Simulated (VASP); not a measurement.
# Dy2H (P6_3/mmc) in VASP: further runs

The runs below take Dy2H through single point, relaxation of cell and atoms, with PBE.

All numbers are computed with VASP 6.6.1; they aren't measurements. Logs are shortened: lines on timing, memory, paths and dates and some standing lists are left out, and cuts for length are marked.

**1. The cell of the first run**

It takes space group P6_3/mmc (No. 194, hexagonal). Conventional cell: a = 3.721 Å, b = 3.721 Å, c = 11.082 Å, α = 90.00°, β = 90.00°, γ = 120.00°. Dy (site symmetry -3m) has 2 H at 2.77 Å and 12 Dy at 3.51 to 3.72 Å within 3.8 Å. Within 2.8 Å of Dy (site symmetry -6m2) lie 3 H at 2.15 Å. Within 2.8 Å of H (site symmetry -6m2) lie 5 Dy at 2.15 to 2.77 Å.

**2. Single point, PBE**

INCAR

```
SYSTEM = Dy2H
PREC = Accurate
ENCUT = 500
EDIFF = 1E-6
ISMEAR = 0
SIGMA = 0.2
LREAL = .FALSE.
LASPH = .TRUE.
NELM = 200
ALGO = Normal
ISIF = 2
LWAVE = .FALSE.
LCHARG = .FALSE.
GGA = PE
NBANDS = 50
GGA_COMPAT = .FALSE.
LMAXMIX = 6
```

KPOINTS

```
Automatic mesh
0
G
  6 6 1
  0 0 0
```

POSCAR

```
Dy2H
1.0
    3.7211861291      0.0000000000      0.0000000000
   -1.8605930645      3.2226417200      0.0000000000
    0.0000000000      0.0000000000     22.1648952777
Dy H
8 4
Direct
    0.0000000000      0.0000000000      0.0000000000
    0.0000000000      0.0000000000      0.5000000000
    0.0000000000      0.0000000000      0.2500000000
    0.0000000000      0.0000000000      0.7500000000
    0.3333333333      0.6666666667      0.3750000000
    0.3333333333      0.6666666667      0.8750000000
    0.6666666667      0.3333333333      0.1250000000
    0.6666666667      0.3333333333      0.6250000000
    0.0000000000      0.0000000000      0.1250000000
    0.0000000000      0.0000000000      0.6250000000
    0.0000000000      0.0000000000      0.3750000000
    0.0000000000      0.0000000000      0.8750000000
```

Potentials or basis: VASP PAW PBE potentials, release 64 (Dy_3, H), 4f in core.

Started as:

```sh
cat potpaw_PBE.64/Dy_3/POTCAR potpaw_PBE.64/H/POTCAR > POTCAR
mpirun -np 1 vasp_std > vasp.out
```

OUTCAR:

```text
SYSTEM = Dy2H
   PREC = Accurate
   ENCUT = 500
   EDIFF = 1E-6
   ISMEAR = 0
   LREAL = .FALSE.
   LASPH = .TRUE.
   NELM = 200
   ISIF = 2
   GGA = PE

 ion  position               nearest neighbor table
   1  0.000  0.000  0.000-   6 3.51   7 3.51   6 3.51   7 3.51   7 3.51   6 3.51
   2  0.000  0.000  0.500-   5 3.51   8 3.51   5 3.51   8 3.51   8 3.51   5 3.51
   3  0.000  0.000  0.250-   5 3.51   7 3.51   5 3.51   7 3.51   7 3.51   5 3.51
   4  0.000  0.000  0.750-   6 3.51   8 3.51   6 3.51   8 3.51   8 3.51   6 3.51
   5  0.333  0.667  0.375-  11 2.15  11 2.15  11 2.15   2 3.51   3 3.51   3 3.51   2 3.51   3 3.51
                             2 3.51
   6  0.333  0.667  0.875-  12 2.15  12 2.15  12 2.15   1 3.51   4 3.51   4 3.51   1 3.51   4 3.51
                             1 3.51
   7  0.667  0.333  0.125-   9 2.15   9 2.15   9 2.15   1 3.51   3 3.51   3 3.51   1 3.51   3 3.51
                             1 3.51
   8  0.667  0.333  0.625-  10 2.15  10 2.15  10 2.15   2 3.51   4 3.51   4 3.51   2 3.51   4 3.51
                             2 3.51
   9  0.000  0.000  0.125-   7 2.15   7 2.15   7 2.15
  10  0.000  0.000  0.625-   8 2.15   8 2.15   8 2.15
  11  0.000  0.000  0.375-   5 2.15   5 2.15   5 2.15
  12  0.000  0.000  0.875-   6 2.15   6 2.15   6 2.15
[... 7 lines left out ...]
 A1 = (   3.7211861291,   0.0000000000,   0.0000000000)
 A2 = (  -1.8605930645,   3.2226417200,   0.0000000000)
 A3 = (   0.0000000000,   0.0000000000,  22.1648952777)

Analysis of symmetry for initial positions (statically):
=====================================================================
 Subroutine PRICEL returns following result:

  LATTYP: Found a hexagonal cell.
 ALAT       =     3.7211861291
 C/A-ratio  =     2.9782029854

  Lattice vectors:

 A1 = (   3.7211861291,   0.0000000000,   0.0000000000)
 A2 = (  -1.8605930645,   3.2226417200,   0.0000000000)
 A3 = (   0.0000000000,   0.0000000000,  11.0824476389)

   2 primitive cells build up your supercell.

 Routine SETGRP: Setting up the symmetry group for a
 hexagonal supercell.

 Subroutine GETGRP returns: Found 24 space group operations
 (whereof 12 operations were pure point group operations)
 out of a pool of 24 trial point group operations.

The static configuration has the point symmetry D_3d.
 The point group associated with its full space group is D_6h.

Analysis of symmetry for dynamics (positions and initial velocities):
=====================================================================
 Subroutine PRICEL returns following result:

  LATTYP: Found a hexagonal cell.
[... 122 lines left out ...]
   EMIN   =  10.00;   EMAX   =-10.00  energy-range for DOS
   EFERMI =   0.00;   METHOD = LEGACY
   ISMEAR =     0;   SIGMA  =   0.20  broadening in eV -4-tet -1-fermi 0-gaus
   EFERMI_NEDOS =   21; number of points for ismear=-14 and -15
   IALGO  =     38    algorithm
   IMIX   =      4    mixing-type and parameters
     AMIX     =   0.40;   BMIX     =  1.00
     AMIX_MAG =   1.60;   BMIX_MAG =  1.00
  volume/ion in A,a.u.               =      22.15       149.48
  Fermi-wavevector in a.u.,A,eV,Ry     =   1.078515  2.038098 15.826233  1.163195
  Thomas-Fermi vector in A             =   2.214456
   LORBIT       =      0    0 simple, 1 ext, 2 COOP (PROOUT), +10 PAW based schemes
   GGA     = PE    functional components
   LHFCALC =     F    Hartree Fock is set to
   AEXX    =    0.0000 exact exchange contribution
   IVDW    =     0    specifies the selected vdW correction
   LEPSILON=     F    determine dielectric tensor
   LRPA    =     F    only Hartree local field effects (RPA)
 non-spin polarized calculation
 Gauss-broadening in eV      SIGMA  =   0.20
  energy-cutoff  :      500.00
  volume of cell :      265.80
 maximum number of plane-waves:      6760
 NGX is ok and might be reduce to    28

 number of electron      76.0000007 magnetization

 Free energy of the ion-electron system (eV)
  ---------------------------------------------------
  ext. energy  EPLUGINS =         0.00000000
  ---------------------------------------------------
  free energy    TOTEN  =       -52.94476176 eV

  energy without entropy =      -52.78321205  energy(sigma->0) =      -52.86398690

 E-fermi :   3.0750     XC(G=0):  -9.8389

 val. band max:        3.0382416390   @ k =   0.3333  -0.0000   0.0000
 cond. band min:       3.1286220599   @ k =   0.3333  -0.0000   0.0000
 fundamental gap:      0.0903804208
 Fermi energy:         3.0750148665

 k-point     1 :       0.0000    0.0000    0.0000
  band No.  band energies     occupation
      1     -20.7512      2.00000
      2     -20.6775      2.00000
      3     -20.6775      2.00000
      4     -20.5764      2.00000
      5     -20.2575      2.00000
      6     -20.2575      2.00000
[... 360 lines left out ...]
     49       5.7579      0.00000
     50       5.7689      0.00000

------------------------ aborting loop because EDIFF is reached ----------------------------------------

  FORCE on cell =-STRESS in cart. coord.  units (eV):
  Direction    XX          YY          ZZ          XY          YZ          ZX
  --------------------------------------------------------------------------------------
  -------------------------------------------------------------------------------------
  Total        0.7500552      0.7500552      0.6943437      0.0000000      0.0000000      0.0000000
  in kB        4.5211060      4.5211060      4.1852941      0.0000000      0.0000000      0.0000000
  external PRESSURE =       4.4091687 kB  Pullay stress =       0.0000000 kB

 VOLUME and BASIS-vectors are now :
 -----------------------------------------------------------------------------
  energy-cutoff  :      500.00
  volume of cell :      265.80
      direct lattice vectors                 reciprocal lattice vectors
     3.721186129  0.000000000  0.000000000     0.268731519  0.155152215  0.000000000
    -1.860593064  3.222641720  0.000000000     0.000000000  0.310304429  0.000000000
     0.000000000  0.000000000 22.164895278     0.000000000  0.000000000  0.045116387

 POSITION                                       TOTAL-FORCE (eV/Angst)
 -----------------------------------------------------------------------------------
      0.00000      0.00000      0.00000         0.000000      0.000000     -0.000000
      0.00000      0.00000     11.08245         0.000000      0.000000     -0.000000
      0.00000      0.00000      5.54122         0.000000      0.000000     -0.000000
      0.00000      0.00000     16.62367         0.000000      0.000000     -0.000000
     -0.00000      2.14843      8.31184         0.000000      0.000000     -0.000000
     -0.00000      2.14843     19.39428         0.000000     -0.000000     -0.000000
      1.86059      1.07421      2.77061        -0.000000      0.000000      0.000000
      1.86059      1.07421     13.85306        -0.000000      0.000000      0.000000
      0.00000      0.00000      2.77061        -0.000000     -0.000000     -0.000000
      0.00000      0.00000     13.85306        -0.000000     -0.000000     -0.000000
      0.00000      0.00000      8.31184        -0.000000      0.000000     -0.000000
      0.00000      0.00000     19.39428        -0.000000      0.000000     -0.000000
 -----------------------------------------------------------------------------------
    total drift:                               -0.000000      0.000000      0.000000

  FREE ENERGIE OF THE ION-ELECTRON SYSTEM (eV)
  ---------------------------------------------------
  free  energy   TOTEN  =       -52.9447617573 eV

  energy  without entropy=      -52.7832120474  energy(sigma->0) =      -52.86398690
```

Wall time 64 s (1 thread of Intel Xeon 6975P-C (Granite Rapids), shared host); peak memory 0.36 GiB.

What came out:

```
Free energy            : -52.9448 eV
Pressure               : 0.4 GPa
Band gap on the k mesh : zero (bands 38 and 39 overlap by 1.55 eV)
```

Caveat: spin-orbit coupling is left out, which moves the levels of the heavy elements; the 4f electrons are frozen in the core, so they carry no moment and show no levels.

**3. Single point, PBE**

This run uses another cell than the first one: it holds 6 atoms, not 12.

INCAR

```
  ALGO = Normal
  EDIFF = 1E-6
  ENCUT = 500
  GGA = PE
  GGA_COMPAT = False
  ISIF = 2
  ISMEAR = 0
  LASPH = True
  LCHARG = True
  LELF = True
  LMAXMIX = 6
  LREAL = False
  LVHAR = True
  LWAVE = False
  NBANDS = 28
  NELM = 200
  PREC = Accurate
  SIGMA = 0.1
```

KPOINTS

```
k-points
0
Gamma
  6 6 2
```

POSCAR

```
Dy2H
1.0
    3.7312137219      0.0000000000      0.0000000000
   -1.8656068610      3.2313258701      0.0000000000
    0.0000000000      0.0000000000     10.9288382412
Dy H
4 2
Direct
    0.0000000000      0.0000000000      0.0000000000
    0.0000000000      0.0000000000      0.5000000000
    0.3333333333      0.6666666667      0.7500000000
    0.6666666667      0.3333333333      0.2500000000
    0.0000000000      0.0000000000      0.2500000000
    0.0000000000      0.0000000000      0.7500000000
```

Potentials or basis: VASP PAW PBE potentials, release 64 (Dy_3, H), 4f in core.

Started as:

```sh
cat potpaw_PBE.64/Dy_3/POTCAR potpaw_PBE.64/H/POTCAR > POTCAR
mpirun -np 1 vasp_std > vasp.out
```

It took 42 s on 1 thread of AMD EPYC 7R13 (Zen 3), shared host; peak memory 0.22 GiB.

Results (log left out):

* Free energy: -26.4346 eV
* Pressure: 0.7 GPa
* Band gap on the k mesh: zero (bands 19 and 20 overlap by 1.75 eV)

Stress tensor (GPa, compression positive):
```
0.47 0.00 0.00
0.00 0.47 0.00
0.00 0.00 1.27
```

Levels at points of the mesh, in eV from the Fermi level:
```tsv
k point	band 17	band 18	band 19	band 20	band 21	band 22
(0.00, 0.00, 0.00)	0.48	0.91	1.01	1.01	1.32	1.32
(0.50, 0.00, 0.00)	-1.44	-0.68	-0.28	-0.23	0.76	1.10
(0.00, 0.00, 0.50)	0.80	0.80	1.25	1.25	1.25	1.25
(0.50, 0.00, 0.50)	-1.24	-1.24	-0.23	-0.23	1.37	1.37
```

Caveat: spin-orbit coupling is left out, which moves the levels of the heavy elements; the 4f electrons are frozen in the core, so they carry no moment and show no levels.

**4. Relaxation of cell and atoms, PBE**

This run uses another cell than the first one: it holds 6 atoms, not 12.

INCAR

```
PREC = Accurate
ENCUT = 500
EDIFF = 1E-7
ISMEAR = 0
SIGMA = 0.1
LREAL = False
LASPH = True
NELM = 200
ALGO = Normal
ISIF = 3
LWAVE = False
LCHARG = False
GGA = PE
IBRION = 2
NSW = 90
EDIFFG = -0.04
GGA_COMPAT = False
NELMIN = 4
LMAXMIX = 6
```

KPOINTS

```
Automatic mesh
0
Gamma
  6 6 2
```

POSCAR is that of step 3.

Started as:

```sh
cat potpaw_PBE.64/Dy_3/POTCAR potpaw_PBE.64/H/POTCAR > POTCAR
mpirun -np 1 vasp_std > vasp.out
```

Run time: 61 s. Hardware: 1 thread of Intel Xeon 6975P-C (Granite Rapids), shared host; peak memory 0.25 GiB.

It converged, with:

```yaml
Free_energy: -26.4427 eV
Relaxed_volume: 22.34 Å³/atom
Relaxed_cell: a = 3.738 Å, b = 3.738 Å, c = 11.077 Å, α = 90.00°, β = 90.00°, γ = 120.00°
Space_group_after_relaxing_to_0.1_Å: P6_3/mmc (No. 194)
Energy_gained_by_relaxing: 1.3 meV/atom
Ionic_steps: 4
Pressure_after_relaxing: -0.1 GPa
Band_gap_on_the_k_mesh: zero (bands 19 and 20 overlap by 1.76 eV)
```

Stress tensor (GPa, compression positive):
```
-0.15  0.00  0.00
 0.00 -0.15  0.00
 0.00  0.00  0.10
```

Step by step:
| step | energy change (eV) | largest force (eV/Å) | pressure (GPa) | volume (Å³) |
| --- | --- | --- | --- | --- |
| 1 | 0.0000 | 0.0000 | 0.74 | 131.77 |
| 2 | -0.0065 | 0.0000 | 0.00 | 133.71 |
| 3 | -0.0067 | 0.0000 | -0.15 | 134.14 |
| 4 | -0.0080 | 0.0000 | -0.07 | 134.04 |

Final structure:
```
Dy H
1.0
     3.73814    0.00000    0.00000
    -1.86907    3.23733    0.00000
     0.00000    0.00000   11.07658
Dy H
4 2
Cartesian
  1.8691 3.2373 11.0766
  1.8691 3.2373 5.5383
  0.0000 2.1582 8.3074
  1.8691 1.0791 2.7691
  1.8691 3.2373 2.7691
  0.0000 0.0000 8.3074
```

Levels at points of the mesh, in eV from the Fermi level:
| k point | band 17 | band 18 | band 19 | band 20 | band 21 | band 22 |
| --- | --- | --- | --- | --- | --- | --- |
| (0.00, 0.00, 0.00) | 0.42 | 0.87 | 1.05 | 1.05 | 1.29 | 1.37 |
| (0.50, 0.00, 0.00) | -1.41 | -0.68 | -0.30 | -0.24 | 0.74 | 1.15 |
| (0.00, 0.00, 0.50) | 0.71 | 0.71 | 1.27 | 1.27 | 1.27 | 1.27 |
| (0.50, 0.00, 0.50) | -1.23 | -1.23 | -0.24 | -0.24 | 1.31 | 1.31 |

Caveat: spin-orbit coupling is left out, which moves the levels of the heavy elements; the 4f electrons are frozen in the core, so they carry no moment and show no levels.

**5. Summary**

```tsv
task	cell	k mesh	smearing	gap on the mesh (eV)	pressure (GPa)
single point	a = 3.721, b = 3.721, c = 22.165 Å, angles 90.0, 90.0, 120.0°, 12 atoms, atomic positions A	6 × 6 × 1	gaussian 0.2 eV	none	0.4
single point	a = 3.731, b = 3.731, c = 10.929 Å, angles 90.0, 90.0, 120.0°, 6 atoms, atomic positions B	6 × 6 × 2	gaussian 0.1 eV	none	0.7
relaxation of cell and atoms	relaxed from a = 3.731, b = 3.731, c = 10.929 Å, angles 90.0, 90.0, 120.0°, 6 atoms, atomic positions B	6 × 6 × 2	gaussian 0.1 eV	none	-0.1
```

Alike in all rows: level PBE; potentials or basis VASP PAW PBE potentials, release 64 (Dy_3, H), 4f in core; no spin polarisation; cutoff (eV) 500.

Caveats: spin-orbit coupling is left out, which moves the levels of the heavy elements; the 4f electrons are frozen in the core, so they carry no moment and show no levels.

Total energies depend on the potentials used, so only differences within one code and one set of settings carry meaning.
